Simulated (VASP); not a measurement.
# Al2Cu (I4/mcm) in VASP: further runs

Al2Cu is run at these levels: PBEsol; tasks: single point.

All numbers are computed with VASP 6.6.1; they aren't measurements. Logs are shortened: lines on timing, memory, paths and dates and some standing lists are left out, and cuts for length are marked.

### 1 The cell of the first run

Symmetry: I4/mcm, No. 140, tetragonal system. The conventional cell has a = 6.023 Å, b = 6.023 Å, c = 4.732 Å, α = 90.00°, β = 90.00°, γ = 90.00°. Within 3.4 Å of Al (site symmetry m2m) lie 4 Cu at 2.56 Å and 11 Al at 2.69 to 3.21 Å. Within 3.1 Å of Cu (site symmetry 422) lie 2 Cu at 2.37 Å and 8 Al at 2.56 Å.

### 2 Single point, PBEsol (uniaxial strain along c: -2.0 %, then relaxed in part)

File INCAR:

```
SYSTEM = Al2Cu
PREC     = Accurate       ! precision mode
ENCUT    = 520            ! plane-wave cutoff, eV
EDIFF    = 1E-7           ! SCF threshold, eV
ISMEAR   = 0              ! smearing method
SIGMA    = 0.1            ! smearing width, eV
LREAL    = .False.        ! projectors in reciprocal space
LASPH    = .True.         ! aspherical terms in the spheres
NELM     = 60             ! most SCF steps
ALGO     = Fast           ! electronic algorithm
ISIF     = 2              ! what is computed and relaxed
LWAVE    = .False.        ! write WAVECAR
LCHARG   = .False.        ! write CHGCAR
GGA      = PS             ! functional
NBANDS   = 46             ! bands
```

File KPOINTS:

```
regular mesh
0
Gamma
  6 6 8
  0 0 0
```

File POSCAR:

```
Al2Cu
1.0
    6.0234168646      0.0000000000      0.0000000000
    0.0000000000      6.0234168646      0.0000000000
    0.0000000000      0.0000000000      4.7321275325
Al Cu
8 4
Direct
    0.1577983003      0.3422016997      0.0000000000
    0.1577983003      0.6577983003      0.5000000000
    0.8422016997      0.3422016997      0.5000000000
    0.8422016997      0.6577983003      0.0000000000
    0.6577983003      0.8422016997      0.5000000000
    0.6577983003      0.1577983003      0.0000000000
    0.3422016997      0.8422016997      0.0000000000
    0.3422016997      0.1577983003      0.5000000000
    0.0000000000      0.0000000000      0.7500000000
    0.0000000000      0.0000000000      0.2500000000
    0.5000000000      0.5000000000      0.2500000000
    0.5000000000      0.5000000000      0.7500000000
```

Potentials or basis: VASP PAW PBE potentials, release 64 (Al, Cu).

On the command line:

```sh
cat potpaw_PBE.64/Al/POTCAR potpaw_PBE.64/Cu/POTCAR > POTCAR
mpirun -np 1 vasp_std > vasp.out
```

OUTCAR:

```text
SYSTEM = Al2Cu
   PREC = Accurate
   ENCUT = 520
   EDIFF = 1E-7
   ISMEAR = 0
   LREAL = .False.
   LASPH = .True.
   NELM = 60
   ISIF = 2
   GGA = PS

 ion  position               nearest neighbor table
   1  0.158  0.342  0.000-   9 2.56  10 2.56  11 2.56  12 2.56   4 2.69   8 2.84   8 2.84   3 3.04
                             2 3.04   3 3.04   2 3.04   6 3.21   7 3.21   7 3.21   6 3.21
   2  0.158  0.658  0.500-   9 2.56  10 2.56  11 2.56  12 2.56   3 2.69   7 2.84   7 2.84   1 3.04
                             1 3.04   4 3.04   4 3.04   8 3.21   5 3.21   8 3.21   5 3.21
   3  0.842  0.342  0.500-   9 2.56  10 2.56  11 2.56  12 2.56   2 2.69   6 2.84   6 2.84   1 3.04
                             1 3.04   4 3.04   4 3.04   8 3.21   5 3.21   5 3.21   8 3.21
   4  0.842  0.658  0.000-   9 2.56  10 2.56  11 2.56  12 2.56   1 2.69   5 2.84   5 2.84   2 3.04
                             2 3.04   3 3.04   3 3.04   7 3.21   6 3.21   6 3.21   7 3.21
   5  0.658  0.842  0.500-   9 2.56  10 2.56  11 2.56  12 2.56   8 2.69   4 2.84   4 2.84   6 3.04
                             7 3.04   6 3.04   7 3.04   3 3.21   2 3.21   3 3.21   2 3.21
   6  0.658  0.158  0.000-   9 2.56  10 2.56  11 2.56  12 2.56   7 2.69   3 2.84   3 2.84   8 3.04
                             5 3.04   5 3.04   8 3.04   1 3.21   4 3.21   4 3.21   1 3.21
   7  0.342  0.842  0.000-   9 2.56  10 2.56  11 2.56  12 2.56   6 2.69   2 2.84   2 2.84   8 3.04
                             5 3.04   5 3.04   8 3.04   1 3.21   4 3.21   1 3.21   4 3.21
   8  0.342  0.158  0.500-   9 2.56  10 2.56  11 2.56  12 2.56   5 2.69   1 2.84   1 2.84   7 3.04
                             6 3.04   6 3.04   7 3.04   2 3.21   3 3.21   2 3.21   3 3.21
   9  0.000  0.000  0.750-  10 2.37  10 2.37   3 2.56   4 2.56   5 2.56   6 2.56   7 2.56   8 2.56
                             1 2.56   2 2.56
  10  0.000  0.000  0.250-   9 2.37   9 2.37   3 2.56   4 2.56   5 2.56   6 2.56   7 2.56   8 2.56
                             1 2.56   2 2.56
  11  0.500  0.500  0.250-  12 2.37  12 2.37   3 2.56   4 2.56   5 2.56   6 2.56   7 2.56   8 2.56
                             1 2.56   2 2.56
  12  0.500  0.500  0.750-  11 2.37  11 2.37   3 2.56   4 2.56   5 2.56   6 2.56   7 2.56   8 2.56
                             1 2.56   2 2.56

  LATTYP: Found a simple tetragonal cell.
 ALAT       =     6.0234168646
 C/A-ratio  =     0.7856217889

  Lattice vectors:

 A1 = (   6.0234168646,   0.0000000000,   0.0000000000)
 A2 = (   0.0000000000,   6.0234168646,   0.0000000000)
 A3 = (   0.0000000000,   0.0000000000,   4.7321275325)

Analysis of symmetry for initial positions (statically):
=====================================================================
 Subroutine PRICEL returns following result:

  LATTYP: Found a body centered tetragonal cell.
 ALAT       =     6.0234168646
 C/A-ratio  =     0.7856217889

  Lattice vectors:

 A1 = (   3.0117084323,  -3.0117084323,  -2.3660637663)
 A2 = (  -3.0117084323,   3.0117084323,  -2.3660637663)
 A3 = (   3.0117084323,   3.0117084323,   2.3660637663)

   2 primitive cells build up your supercell.

 Routine SETGRP: Setting up the symmetry group for a
 simple tetragonal supercell.

 Subroutine GETGRP returns: Found 16 space group operations
 (whereof  8 operations were pure point group operations)
 out of a pool of 16 trial point group operations.

The static configuration has the point symmetry C_4h.
 The point group associated with its full space group is D_4h.

Analysis of symmetry for dynamics (positions and initial velocities):
=====================================================================
 Subroutine PRICEL returns following result:

  LATTYP: Found a body centered tetragonal cell.
 ALAT       =     6.0234168646
 C/A-ratio  =     0.7856217889

  Lattice vectors:

 A1 = (   3.0117084323,  -3.0117084323,  -2.3660637663)
 A2 = (  -3.0117084323,   3.0117084323,  -2.3660637663)
 A3 = (   3.0117084323,   3.0117084323,   2.3660637663)

   2 primitive cells build up your supercell.

 Routine SETGRP: Setting up the symmetry group for a
 simple tetragonal supercell.

 Subroutine GETGRP returns: Found 16 space group operations
 (whereof  8 operations were pure point group operations)
 out of a pool of 16 trial point group operations.

[... 36 lines left out ...]
                 6          10

----------------------------------------------------------------------------------------

 KPOINTS: regular mesh

Automatic generation of k-mesh.
 Grid dimensions read from file:
 generate k-points for:    6    6    8

 Generating k-lattice:

  Cartesian coordinates                     Fractional coordinates (reciprocal lattice)
     0.027669788  0.000000000  0.000000000     0.166666667  0.000000000  0.000000000
     0.000000000  0.027669788  0.000000000     0.000000000  0.166666667  0.000000000
     0.000000000  0.000000000  0.026415180     0.000000000  0.000000000  0.125000000

  Length of vectors
     0.027669788  0.027669788  0.026415180

  Shift w.r.t. Gamma in fractional coordinates (k-lattice)
     0.000000000  0.000000000  0.000000000

 Subroutine IBZKPT returns following result:
 ===========================================

 Found     50 irreducible k-points:

 Following reciprocal coordinates:
            Coordinates               Weight
  0.000000  0.000000  0.000000      1.000000
  0.166667  0.000000  0.000000      4.000000
  0.333333  0.000000  0.000000      4.000000
  0.500000  0.000000  0.000000      2.000000
  0.166667  0.166667  0.000000      4.000000
  0.333333  0.166667  0.000000      8.000000
[... 16 lines left out ...]
  0.333333  0.000000  0.250000      8.000000
  0.500000  0.000000  0.250000      4.000000
 [... further k-points ...]
   k-points           NKPTS =     50   k-points in BZ     NKDIM =     50   number of bands    NBANDS=     46
   number of dos      NEDOS =    301   number of ions     NIONS =     12
   total plane-waves  NPLWV =  82944
   dimension x,y,z NGX =    48 NGY =   48 NGZ =   36
   dimension x,y,z NGXF=    96 NGYF=   96 NGZF=   72
   ions per type =               8   4
   NGX,Y,Z   is equivalent  to a cutoff of  13.25, 13.25, 12.65 a.u.
   NGXF,Y,Z  is equivalent  to a cutoff of  26.50, 26.50, 25.29 a.u.
 SYSTEM =  Al2Cu
   PREC   = accura    normal or accurate (medium, high low for compatibility)
   ISTART =      0    job   : 0-new  1-cont  2-samecut
   ICHARG =      2    charge: 1-file 2-atom 10-const
   ISPIN  =      1    spin polarized calculation?
   LNONCOLLINEAR =      F non collinear calculations
   LSORBIT =      F    spin-orbit coupling
   LASPH  =      T    aspherical Exc in radial PAW
   ENCUT  =  520.0 eV  38.22 Ry    6.18 a.u.  11.20 11.20  8.80*2*pi/ulx,y,z
   NELM   =     60;   NELMIN=  2; NELMDL= -5     # of ELM steps
   EDIFF  = 0.1E-06   stopping-criterion for ELM
   LREAL  =      F    real-space projection
   EDIFFG = 0.1E-05   stopping-criterion for IOM
   NSW    =      0    number of steps for IOM
   IBRION =     -1    ionic relax: 0-MD 1-quasi-New 2-CG
   NFREE  =      0    steps in history (QN), initial steepest desc. (CG)
   ISIF   =      2    stress and relaxation
   ISYM   =      2    0-nonsym 1-usesym 2-fastsym
   POTIM  = 0.5000    time-step for ionic-motion
   TEBEG  =    0.0;   TEEND  =   0.0 temperature during run
   PSTRESS=    0.0 pullay stress
   NELECT =      68.0000    total number of electrons
   NUPDOWN=      -1.0000    fix difference up-down
   EMIN   =  10.00;   EMAX   =-10.00  energy-range for DOS
   EFERMI =   0.00;   METHOD = LEGACY
   ISMEAR =     0;   SIGMA  =   0.10  broadening in eV -4-tet -1-fermi 0-gaus
   EFERMI_NEDOS =   21; number of points for ismear=-14 and -15
   IALGO  =     68    algorithm
   IMIX   =      4    mixing-type and parameters
     AMIX     =   0.40;   BMIX     =  1.00
     AMIX_MAG =   1.60;   BMIX_MAG =  1.00
  volume/ion in A,a.u.               =      14.31        96.55
  Fermi-wavevector in a.u.,A,eV,Ry     =   1.202256  2.271935 19.666134  1.445420
  Thomas-Fermi vector in A             =   2.338043
   LORBIT       =      0    0 simple, 1 ext, 2 COOP (PROOUT), +10 PAW based schemes
   GGA     = PS    functional components
   LHFCALC =     F    Hartree Fock is set to
   AEXX    =    0.0000 exact exchange contribution
   IVDW    =     0    specifies the selected vdW correction
   LEPSILON=     F    determine dielectric tensor
   LRPA    =     F    only Hartree local field effects (RPA)
 non-spin polarized calculation
 RMM-DIIS sequential band-by-band and
 Gauss-broadening in eV      SIGMA  =   0.10
  energy-cutoff  :      520.00
  volume of cell :      171.69
 maximum number of plane-waves:      4664
 NGX is ok and might be reduce to    48
   NGX = 23   NGY = 23   NGZ = 17

 number of electron      68.0000023 magnetization

 Free energy of the ion-electron system (eV)
  ---------------------------------------------------
  ext. energy  EPLUGINS =         0.00000000
  ---------------------------------------------------
  free energy    TOTEN  =       -51.99670350 eV

  energy without entropy =      -51.97471086  energy(sigma->0) =      -51.98570718

 E-fermi :   8.4068     XC(G=0): -11.1214

 val. band max:        8.4045209617   @ k =   0.3333   0.3333   0.5000
 cond. band min:       8.4248973952   @ k =   0.0000   0.0000   0.3750
 fundamental gap:      0.0203764335
 Fermi energy:         8.4067600986

 k-point     1 :       0.0000    0.0000    0.0000
  band No.  band energies     occupation
      1      -2.6979      2.00000
      2       1.1234      2.00000
      3       1.1308      2.00000
      4       1.3273      2.00000
      5       1.3273      2.00000
      6       2.8120      2.00000
[... 1165 lines left out ...]
     45      13.1013      0.00000
     46      13.1017      0.00000

 [... further k-points ...]
[... 5 lines left out ...]
  --------------------------------------------------------------------------------------
  -------------------------------------------------------------------------------------
  Total        0.3118858      0.3118858      4.0826119      0.0000000      0.0000000      0.0000000
  in kB        2.9104751      2.9104751     38.0983702      0.0000000      0.0000000      0.0000000
  external PRESSURE =      14.6397735 kB  Pullay stress =       0.0000000 kB

 VOLUME and BASIS-vectors are now :
 -----------------------------------------------------------------------------
  energy-cutoff  :      520.00
  volume of cell :      171.69
      direct lattice vectors                 reciprocal lattice vectors
     6.023416865  0.000000000  0.000000000     0.166018727  0.000000000  0.000000000
     0.000000000  6.023416865  0.000000000     0.000000000  0.166018727  0.000000000
     0.000000000  0.000000000  4.732127532     0.000000000  0.000000000  0.211321439

 POSITION                                       TOTAL-FORCE (eV/Angst)
 -----------------------------------------------------------------------------------
      0.95048      2.06122      0.00000        -0.001644      0.001644     -0.000000
      0.95048      3.96219      2.36606        -0.001644     -0.001644     -0.000000
      5.07293      2.06122      2.36606         0.001644      0.001644      0.000000
      5.07293      3.96219      0.00000         0.001644     -0.001644     -0.000000
      3.96219      5.07293      2.36606        -0.001644      0.001644      0.000000
      3.96219      0.95048      0.00000        -0.001644     -0.001644     -0.000000
      2.06122      5.07293      0.00000         0.001644      0.001644     -0.000000
      2.06122      0.95048      2.36606         0.001644     -0.001644     -0.000000
      0.00000      0.00000      3.54910         0.000000      0.000000     -0.000000
      0.00000      0.00000      1.18303         0.000000      0.000000      0.000000
      3.01171      3.01171      1.18303         0.000000      0.000000     -0.000000
      3.01171      3.01171      3.54910         0.000000      0.000000      0.000000
 -----------------------------------------------------------------------------------
    total drift:                                0.000000     -0.000000     -0.000000

  FREE ENERGIE OF THE ION-ELECTRON SYSTEM (eV)
  ---------------------------------------------------
  free  energy   TOTEN  =       -51.9967034970 eV

  energy  without entropy=      -51.9747108626  energy(sigma->0) =      -51.98570718
```

Run time: 11 min. Hardware: 1 thread of Intel Xeon 6975P-C (Granite Rapids), shared host; peak memory 0.45 GiB.

What came out:

```
Free energy            : -51.9967 eV
Pressure               : 1.5 GPa
Band gap on the k mesh : zero (band 34 reaches 9.43 eV, above the bottom of band 35 at 7.52 eV)
```

Forces on the atoms (eV/Å):
```
Al  -0.002  0.002  0.000
Al  -0.002 -0.002  0.000
Al   0.002  0.002  0.000
Al   0.002 -0.002  0.000
Al  -0.002  0.002  0.000
Al  -0.002 -0.002  0.000
Al   0.002  0.002  0.000
Al   0.002 -0.002  0.000
Cu   0.000  0.000  0.000
Cu   0.000  0.000  0.000
Cu   0.000  0.000  0.000
Cu   0.000  0.000  0.000
```

Stress tensor (GPa, compression positive):
```
0.29 0.00 0.00
0.00 0.29 0.00
0.00 0.00 3.81
```

Caveat: the cell differs from its parent crystal (uniaxial strain along c: -2.0 %, then relaxed in part); the PAW data sets were made with another functional, which shifts forces and pressure a little.

### 3 Single point, PBEsol (uniaxial strain along c: -2.0 %)

File INCAR:

```
SYSTEM = Al2Cu
  PREC = Accurate
  ENCUT = 520
  EDIFF = 1E-6
  ISMEAR = 0
  SIGMA = 0.1
  LREAL = .FALSE.
  LASPH = .TRUE.
  NELM = 100
  ALGO = Fast
  ISIF = 2
  LWAVE = .FALSE.
  LCHARG = .FALSE.
  GGA = PS
  NBANDS = 46
```

File KPOINTS:

```
Automatic mesh
0
G
  6 6 8
  0 0 0
```

File POSCAR:

```
Al2Cu
1.0
    6.0223117873      0.0000000000      0.0000000000
    0.0000000000      6.0223117873      0.0000000000
    0.0000000000      0.0000000000      4.7321275325
Al Cu
8 4
Direct
    0.1583680497      0.3416319503      0.0000000000
    0.1583680497      0.6583680497      0.5000000000
    0.8416319503      0.3416319503      0.5000000000
    0.8416319503      0.6583680497      0.0000000000
    0.6583680497      0.8416319503      0.5000000000
    0.6583680497      0.1583680497      0.0000000000
    0.3416319503      0.8416319503      0.0000000000
    0.3416319503      0.1583680497      0.5000000000
    0.0000000000      0.0000000000      0.7500000000
    0.0000000000      0.0000000000      0.2500000000
    0.5000000000      0.5000000000      0.2500000000
    0.5000000000      0.5000000000      0.7500000000
```

Potentials or basis: VASP PAW PBE potentials, release 64 (Al, Cu).

On the command line:

```sh
cat potpaw_PBE.64/Al/POTCAR potpaw_PBE.64/Cu/POTCAR > POTCAR
mpirun -np 1 vasp_std > vasp.out
```

Wall time 4.1 min (1 thread of Intel Xeon 6975P-C (Granite Rapids), shared host); peak memory 0.46 GiB.

It converged, with:

| Quantity | Value |
| --- | --- |
| Free energy | -51.9957 eV |
| Pressure | 1.2 GPa |
| Largest force | 0.042 eV/Å |
| Band gap on the k mesh | zero (band 34 reaches 9.45 eV, above the bottom of band 35 at 7.52 eV) |

Forces in eV/Å, atoms in the order of the input:
```
Al  -0.030  0.030  0.000
Al  -0.030 -0.030  0.000
Al   0.030  0.030  0.000
Al   0.030 -0.030  0.000
Al  -0.030  0.030  0.000
Al  -0.030 -0.030  0.000
Al   0.030  0.030  0.000
Al   0.030 -0.030  0.000
Cu   0.000  0.000  0.000
Cu   0.000  0.000  0.000
Cu   0.000  0.000  0.000
Cu   0.000  0.000  0.000
```

Stress tensor (GPa, compression positive):
```
0.04 0.00 0.00
0.00 0.04 0.00
0.00 0.00 3.65
```

Levels at points of the mesh, in eV from the Fermi level:
| k point | band 32 | band 33 | band 34 | band 35 | band 36 | band 37 |
| --- | --- | --- | --- | --- | --- | --- |
| (0.00, 0.00, 0.00) | -1.25 | -1.25 | -0.96 | -0.17 | -0.03 | 1.63 |
| (0.50, 0.00, 0.00) | -1.62 | -0.03 | -0.03 | 0.50 | 0.50 | 1.55 |
| (0.50, 0.50, 0.00) | -1.51 | -0.87 | -0.87 | -0.61 | -0.61 | 0.60 |
| (0.00, 0.00, 0.50) | -0.96 | -0.89 | -0.89 | -0.89 | -0.89 | 0.09 |
| (0.50, 0.00, 0.50) | -2.74 | 0.09 | 0.09 | 0.09 | 0.09 | 3.94 |
| (0.50, 0.50, 0.50) | 0.25 | 0.63 | 0.63 | 0.63 | 0.63 | 1.69 |

Caveat: the cell differs from its parent crystal (uniaxial strain along c: -2.0 %); the PAW data sets were made with another functional, which shifts forces and pressure a little.

(Part 1 of 2 ends here.)
